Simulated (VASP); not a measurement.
# ZrC (P-6m2) in VASP: notebook, part 2 of 3

VASP 6.6.1. Earlier steps stand in the parts before.

## Step 3: Single point, r2SCAN (volume scaled by 1.040)

Contents of POSCAR:

```
ZrC
1.0
    3.3206387752      0.0000000000      0.0000000000
   -1.6603193876      2.8757575361      0.0000000000
    0.0000000000      0.0000000000      2.9613071672
Zr C
1 1
Direct
    0.0000000000      0.0000000000      0.0000000000
    0.6666666667      0.3333333333      0.5000000000
```

Contents of INCAR.step1:

```
SYSTEM = ZrC
PREC = Accurate
ENCUT = 520
ISMEAR = 0
SIGMA = 0.05
LREAL = .False.
LASPH = .True.
NELM = 100
NBANDS = 15
GGA = PE
ALGO = Normal
EDIFF = 1E-4
LWAVE = .True.
LCHARG = .False.
```

Contents of INCAR.step2:

```
SYSTEM = ZrC
PREC = Accurate
ENCUT = 520
EDIFF = 1E-6
ISMEAR = 0
SIGMA = 0.05
LREAL = .False.
LASPH = .True.
NELM = 100
ALGO = Normal
ISIF = 2
LWAVE = .False.
LCHARG = .False.
METAGGA = R2SCAN
LMIXTAU = .True.
NBANDS = 15
ISTART = 1
```

Contents of KPOINTS:

```
regular mesh
0
Gamma
  12 12 12
  0 0 0
```

Potentials or basis: VASP PAW PBE potentials, release 64 (Zr_sv, C).

Started as:

```bash
$ cat potpaw_PBE.64/Zr_sv/POTCAR potpaw_PBE.64/C/POTCAR > POTCAR
$ cp INCAR.step1 INCAR
$ mpirun -np 1 vasp_std > vasp.out
$ cp INCAR.step2 INCAR
$ mpirun -np 1 vasp_std > vasp.out
```

OUTCAR:

```text
SYSTEM = ZrC
   PREC = Accurate
   ENCUT = 520
   EDIFF = 1E-6
   ISMEAR = 0
   LREAL = .False.
   LASPH = .True.
   NELM = 100
   ISIF = 2
   METAGGA = R2SCAN
   ISTART = 1

 ion  position               nearest neighbor table
   1  0.000  0.000  0.000-   2 2.42   2 2.42   2 2.42   2 2.42   2 2.42   2 2.42
   2  0.667  0.333  0.500-   1 2.42   1 2.42   1 2.42   1 2.42   1 2.42   1 2.42

  LATTYP: Found a hexagonal cell.
 ALAT       =     3.3206387752
 C/A-ratio  =     0.8917884081

  Lattice vectors:

 A1 = (   3.3206387752,   0.0000000000,   0.0000000000)
 A2 = (  -1.6603193876,   2.8757575361,   0.0000000000)
 A3 = (   0.0000000000,   0.0000000000,   2.9613071672)

Analysis of symmetry for initial positions (statically):
=====================================================================
 Subroutine PRICEL returns:
 Original cell was already a primitive cell.

 Routine SETGRP: Setting up the symmetry group for a
 hexagonal supercell.

 Subroutine GETGRP returns: Found 12 space group operations
 (whereof 12 operations were pure point group operations)
 out of a pool of 24 trial point group operations.

The static configuration has the point symmetry D_3h.

Analysis of symmetry for dynamics (positions and initial velocities):
=====================================================================
 Subroutine PRICEL returns:
 Original cell was already a primitive cell.

 Routine SETGRP: Setting up the symmetry group for a
 hexagonal supercell.

 Subroutine GETGRP returns: Found 12 space group operations
 (whereof 12 operations were pure point group operations)
 out of a pool of 24 trial point group operations.

The dynamic configuration has the point symmetry D_3h.

 Subroutine INISYM returns: Found 12 space group operations
 (whereof 12 operations are pure point group operations),
 and found     1 'primitive' translations

----------------------------------------------------------------------------------------

                                     Primitive cell

  volume of cell :      28.2786

  direct lattice vectors                    reciprocal lattice vectors
     3.320638775  0.000000000  0.000000000     0.301146878  0.173867231  0.000000000
    -1.660319388  2.875757536  0.000000000     0.000000000  0.347734462  0.000000000
     0.000000000  0.000000000  2.961307167     0.000000000  0.000000000  0.337688711

  length of vectors
     3.320638775  3.320638775  2.961307167     0.347734462  0.347734462  0.337688711

  position of ions in fractional coordinates (direct lattice)
     0.000000000  0.000000000  0.000000000
     0.666666667  0.333333333  0.500000000

  ion indices of the primitive-cell ions
   primitive index   ion index
                 1           1
                 2           2

----------------------------------------------------------------------------------------

 KPOINTS: regular mesh

Automatic generation of k-mesh.
 Grid dimensions read from file:
 generate k-points for:   12   12   12

 Generating k-lattice:

  Cartesian coordinates                     Fractional coordinates (reciprocal lattice)
     0.025095573  0.014488936  0.000000000     0.083333333  0.000000000  0.000000000
     0.000000000  0.028977872  0.000000000     0.000000000  0.083333333  0.000000000
     0.000000000  0.000000000  0.028140726     0.000000000  0.000000000  0.083333333

  Length of vectors
     0.028977872  0.028977872  0.028140726

  Shift w.r.t. Gamma in fractional coordinates (k-lattice)
     0.000000000  0.000000000  0.000000000

 Subroutine IBZKPT returns following result:
 ===========================================

 Found    133 irreducible k-points:

 Following reciprocal coordinates:
            Coordinates               Weight
  0.000000  0.000000  0.000000      1.000000
  0.083333 -0.000000  0.000000      6.000000
  0.166667 -0.000000  0.000000      6.000000
  0.250000 -0.000000  0.000000      6.000000
  0.333333 -0.000000  0.000000      6.000000
  0.416667 -0.000000  0.000000      6.000000
[... 16 lines left out ...]
  0.250000 -0.000000  0.083333     12.000000
  0.333333 -0.000000  0.083333     12.000000
 [... further k-points ...]
   k-points           NKPTS =    133   k-points in BZ     NKDIM =    133   number of bands    NBANDS=     15
   number of dos      NEDOS =    301   number of ions     NIONS =      2
   total plane-waves  NPLWV =  18816
   dimension x,y,z NGX =    28 NGY =   28 NGZ =   24
   dimension x,y,z NGXF=    56 NGYF=   56 NGZF=   48
   ions per type =               1   1
   NGX,Y,Z   is equivalent  to a cutoff of  14.02, 14.02, 13.47 a.u.
   NGXF,Y,Z  is equivalent  to a cutoff of  28.04, 28.04, 26.95 a.u.
 SYSTEM =  ZrC
   PREC   = accura    normal or accurate (medium, high low for compatibility)
   ISTART =      1    job   : 0-new  1-cont  2-samecut
   ICHARG =      0    charge: 1-file 2-atom 10-const
   ISPIN  =      1    spin polarized calculation?
   LNONCOLLINEAR =      F non collinear calculations
   LSORBIT =      F    spin-orbit coupling
   LASPH  =      T    aspherical Exc in radial PAW
   ENCUT  =  520.0 eV  38.22 Ry    6.18 a.u.   6.17  6.17  5.51*2*pi/ulx,y,z
   NELM   =    100;   NELMIN=  2; NELMDL=  0     # of ELM steps
   EDIFF  = 0.1E-05   stopping-criterion for ELM
   LREAL  =      F    real-space projection
   EDIFFG = 0.1E-04   stopping-criterion for IOM
   NSW    =      0    number of steps for IOM
   IBRION =     -1    ionic relax: 0-MD 1-quasi-New 2-CG
   NFREE  =      0    steps in history (QN), initial steepest desc. (CG)
   ISIF   =      2    stress and relaxation
   ISYM   =      2    0-nonsym 1-usesym 2-fastsym
   POTIM  = 0.5000    time-step for ionic-motion
   TEBEG  =    0.0;   TEEND  =   0.0 temperature during run
   PSTRESS=    0.0 pullay stress
   NELECT =      16.0000    total number of electrons
   NUPDOWN=      -1.0000    fix difference up-down
   EMIN   =  10.00;   EMAX   =-10.00  energy-range for DOS
   EFERMI =   0.00;   METHOD = LEGACY
   ISMEAR =     0;   SIGMA  =   0.05  broadening in eV -4-tet -1-fermi 0-gaus
   EFERMI_NEDOS =   21; number of points for ismear=-14 and -15
   IALGO  =     38    algorithm
   IMIX   =      4    mixing-type and parameters
     AMIX     =   0.40;   BMIX     =  1.00
     AMIX_MAG =   1.60;   BMIX_MAG =  1.00
  volume/ion in A,a.u.               =      14.14        95.42
  Fermi-wavevector in a.u.,A,eV,Ry     =   1.354032  2.558750 24.944970  1.833404
  Thomas-Fermi vector in A             =   2.481238
   LORBIT       =      0    0 simple, 1 ext, 2 COOP (PROOUT), +10 PAW based schemes
   METAGGA = R2SCAN    functional components
   LHFCALC =     F    Hartree Fock is set to
   AEXX    =    0.0000 exact exchange contribution
   IVDW    =     0    specifies the selected vdW correction
   LEPSILON=     F    determine dielectric tensor
   LRPA    =     F    only Hartree local field effects (RPA)
 non-spin polarized calculation
 Gauss-broadening in eV      SIGMA  =   0.05
  energy-cutoff  :      520.00
  volume of cell :       28.28
 maximum number of plane-waves:       775
 NGX is ok and might be reduce to    28
   NGX = 13   NGY = 13   NGZ = 11

 number of electron      16.0000000 magnetization

 Free energy of the ion-electron system (eV)
  ---------------------------------------------------
  ext. energy  EPLUGINS =         0.00000000
  ---------------------------------------------------
  free energy    TOTEN  =       -33.18540734 eV

  energy without entropy =      -33.18517163  energy(sigma->0) =      -33.18528948

 E-fermi :   8.5967     XC(G=0): -12.3843

 val. band max:        8.5469729651   @ k =   0.3333   0.2500   0.5000
 cond. band min:       8.5974876119   @ k =   0.5000  -0.0000   0.0833
 fundamental gap:      0.0505146468
 Fermi energy:         8.5966886244

 k-point     1 :       0.0000    0.0000    0.0000
  band No.  band energies     occupation
      1     -41.4938      2.00000
      2     -18.6204      2.00000
      3     -18.6204      2.00000
      4     -18.2070      2.00000
      5      -2.9495      2.00000
      6       6.9663      2.00000
      7       6.9663      2.00000
      8       7.5588      2.00000
      9      10.3967      0.00000
     10      13.8565      0.00000
     11      13.8565      0.00000
     12      14.0477      0.00000
     13      14.9814      0.00000
     14      14.9814      0.00000
[... 401 lines left out ...]
      2     -19.1031      2.00000
      3     -18.7216      2.00000
      4     -18.2236      2.00000
      5      -1.5049      2.00000
      6       4.9318      2.00000
      7       7.9063      2.00000
      8       8.2185      2.00000
      9       8.7287      0.00019
     10      12.9304      0.00000
     11      13.4452      0.00000
     12      14.7529      0.00000
     13      15.5691      0.00000
     14      18.3319      0.00000
     15      22.3986      0.00000

 [... further k-points ...]
[... 5 lines left out ...]
  --------------------------------------------------------------------------------------
  -------------------------------------------------------------------------------------
  Total       -1.2095832     -1.2095832     -1.1958213      0.0000000      0.0000000      0.0000000
  in kB      -68.5313011    -68.5313011    -67.7515945      0.0000000      0.0000000      0.0000000
  external PRESSURE =     -68.2713989 kB  Pullay stress =       0.0000000 kB

 VOLUME and BASIS-vectors are now :
 -----------------------------------------------------------------------------
  energy-cutoff  :      520.00
  volume of cell :       28.28
      direct lattice vectors                 reciprocal lattice vectors
     3.320638775  0.000000000  0.000000000     0.301146878  0.173867231  0.000000000
    -1.660319388  2.875757536  0.000000000     0.000000000  0.347734462  0.000000000
     0.000000000  0.000000000  2.961307167     0.000000000  0.000000000  0.337688711

 POSITION                                       TOTAL-FORCE (eV/Angst)
 -----------------------------------------------------------------------------------
      0.00000      0.00000      0.00000         0.000000      0.000000      0.000000
      1.66032      0.95859      1.48065        -0.000000      0.000000      0.000000
 -----------------------------------------------------------------------------------
    total drift:                               -0.000000      0.000000      0.000000

  FREE ENERGIE OF THE ION-ELECTRON SYSTEM (eV)
  ---------------------------------------------------
  free  energy   TOTEN  =       -33.1854073370 eV

  energy  without entropy=      -33.1851716276  energy(sigma->0) =      -33.18528948
```

OUTCAR.step1:

```text
SYSTEM = ZrC
   PREC = Accurate
   ENCUT = 520
   ISMEAR = 0
   LREAL = .False.
   LASPH = .True.
[... 655 lines left out ...]
      0.00000      0.00000      0.00000         0.000000      0.000000      0.000000
      1.66032      0.95859      1.48065        -0.000000     -0.000000      0.000000
 -----------------------------------------------------------------------------------
    total drift:                               -0.000000      0.000000      0.000000

  FREE ENERGIE OF THE ION-ELECTRON SYSTEM (eV)
  ---------------------------------------------------
  free  energy   TOTEN  =       -17.9943121006 eV

  energy  without entropy=      -17.9935255494  energy(sigma->0) =      -17.99391882
```

OSZICAR.step1:

```text
N       E                     dE             d eps       ncg     rms          rms(c)
DAV:   1     0.103558613139E+03    0.10356E+03   -0.85547E+03  3990   0.106E+03
DAV:   2    -0.174412223776E+02   -0.12100E+03   -0.11276E+03  5131   0.281E+02
DAV:   3    -0.219289653196E+02   -0.44877E+01   -0.44503E+01  6169   0.478E+01
DAV:   4    -0.219891585658E+02   -0.60193E-01   -0.60182E-01  4920   0.541E+00
DAV:   5    -0.219898702529E+02   -0.71169E-03   -0.71168E-03  5857   0.462E-01    0.176E+01
DAV:   6    -0.183216077903E+02    0.36683E+01   -0.78503E+00  4678   0.238E+01    0.600E+00
DAV:   7    -0.180251561805E+02    0.29645E+00   -0.78501E-01  4453   0.749E+00    0.533E+00
DAV:   8    -0.180186682653E+02    0.64879E-02   -0.34095E-01  5202   0.470E+00    0.316E+00
DAV:   9    -0.179940806662E+02    0.24588E-01   -0.51292E-02  4725   0.172E+00    0.261E-01
DAV:  10    -0.179943313534E+02   -0.25069E-03   -0.14300E-03  5428   0.389E-01    0.728E-02
DAV:  11    -0.179943121006E+02    0.19253E-04   -0.46382E-05  3229   0.597E-02
   1 F= -.17994312E+02 E0= -.17993919E+02  d E =-.786551E-03
```

It took 89 s on 1 thread of Intel Xeon 6975P-C (Granite Rapids), shared host; peak memory 0.19 GiB.

What came out:

```
Free energy            : -33.1854 eV
Pressure               : -6.8 GPa
Band gap on the k mesh : zero (band 8 reaches 8.73 eV, above the bottom of band 9 at 8.54 eV)
```

Levels at points of the mesh, in eV from the Fermi level:
| k point | band 6 | band 7 | band 8 | band 9 | band 10 | band 11 |
| --- | --- | --- | --- | --- | --- | --- |
| (0.00, 0.00, 0.00) | -1.63 | -1.63 | -1.04 | 1.80 | 5.26 | 5.26 |
| (0.50, 0.00, 0.00) | -4.15 | -0.65 | -0.46 | 0.25 | 4.69 | 5.13 |
| (0.00, 0.00, 0.50) | -5.02 | -0.62 | -0.62 | 1.84 | 1.84 | 4.90 |
| (0.50, 0.00, 0.50) | -3.64 | -2.34 | -2.15 | 2.21 | 5.36 | 6.54 |

Caveat: the cell differs from its parent crystal (volume scaled by 1.040); the PAW data sets were made with another functional, which shifts forces and pressure a little.

## Step 4: Relaxation of shape and atoms at fixed volume, r2SCAN

This run uses another cell than the first one, of 13.60 Å³/atom, 0.980 times its volume.

Contents of POSCAR:

```
ZrC
1.0
    3.2729194810      0.0000000000      0.0000000000
   -1.6364597405      2.8344314151      0.0000000000
    0.0000000000      0.0000000000      2.9310467534
Zr C
1 1
Direct
    0.0000000000      0.0000000000      0.0000000000
    0.6666666667      0.3333333333      0.5000000000
```

Contents of INCAR.step1:

```
PREC     = Accurate       # precision mode
ENCUT    = 600            # plane-wave cutoff, eV
ISMEAR   = 0              # smearing method
SIGMA    = 0.05           # smearing width, eV
LREAL    = F              # projectors in reciprocal space
LASPH    = T              # aspherical terms in the spheres
NELM     = 60             # most SCF steps
GGA      = PE             # functional
ALGO     = Normal         # electronic algorithm
EDIFF    = 1E-4           # SCF threshold, eV
LWAVE    = T              # write WAVECAR
LCHARG   = F              # write CHGCAR
```

Contents of INCAR.step2:

```
PREC     = Accurate       # precision mode
ENCUT    = 600            # plane-wave cutoff, eV
EDIFF    = 1E-7           # SCF threshold, eV
ISMEAR   = 0              # smearing method
SIGMA    = 0.05           # smearing width, eV
LREAL    = F              # projectors in reciprocal space
LASPH    = T              # aspherical terms in the spheres
NELM     = 60             # most SCF steps
ALGO     = Normal         # electronic algorithm
ISIF     = 4              # what is computed and relaxed
LWAVE    = F              # write WAVECAR
LCHARG   = F              # write CHGCAR
METAGGA  = R2SCAN         # meta-GGA
LMIXTAU  = T            
IBRION   = 2              # ionic algorithm
NSW      = 60             # ionic steps
EDIFFG   = -0.01          # ionic threshold
ISTART   = 1
```

Contents of KPOINTS:

```
regular mesh
0
Gamma
  12 12 12
```

Started as:

```bash
$ cat potpaw_PBE.64/Zr_sv/POTCAR potpaw_PBE.64/C/POTCAR > POTCAR
$ cp INCAR.step1 INCAR
$ mpirun -np 1 vasp_std > vasp.out
$ cp INCAR.step2 INCAR
$ mpirun -np 1 vasp_std > vasp.out
```

It took 6.7 min on 1 thread of Intel Xeon 8259CL, shared host; peak memory 0.2 GiB.

It converged, with:

* Free energy: -33.2080 eV
* Pressure after relaxing: 0.1 GPa
* Band gap on the k mesh: zero (band 8 reaches 9.25 eV, above the bottom of band 9 at 8.91 eV)

Stress tensor (GPa, compression positive):
```
0.06 0.00 0.00
0.00 0.06 0.00
0.00 0.00 0.21
```

Final structure:
```
Zr C
1.0
     3.27292    0.00000    0.00000
    -1.63646    2.83443    0.00000
     0.00000    0.00000    2.93105
Zr C
1 1
Cartesian
  0.0000 0.0000 0.0000
  1.6365 0.9448 1.4655
```

Levels at points of the mesh, in eV from the Fermi level:
| k point | band 4 | band 5 | band 6 | band 7 | band 8 | band 9 | band 10 | band 11 | band 12 |
| --- | --- | --- | --- | --- | --- | --- | --- | --- | --- |
| (0.00, 0.00, 0.00) | -26.67 | -11.71 | -1.72 | -1.72 | -1.14 | 1.81 | 5.46 | 5.46 | 5.70 |
| (0.50, 0.00, 0.00) | -26.57 | -9.71 | -4.24 | -0.72 | -0.57 | 0.28 | 4.85 | 5.38 | 5.58 |
| (0.00, 0.00, 0.50) | -26.95 | -8.80 | -5.16 | -0.67 | -0.67 | 1.87 | 1.87 | 5.03 | 5.03 |
| (0.50, 0.00, 0.50) | -27.10 | -9.73 | -3.77 | -2.47 | -2.21 | 2.31 | 5.61 | 6.87 | 7.12 |

Caveat: the relaxation stopped at its first step, so nothing moved; the PAW data sets were made with another functional, which shifts forces and pressure a little.

(Continued in part 3 of 3.)
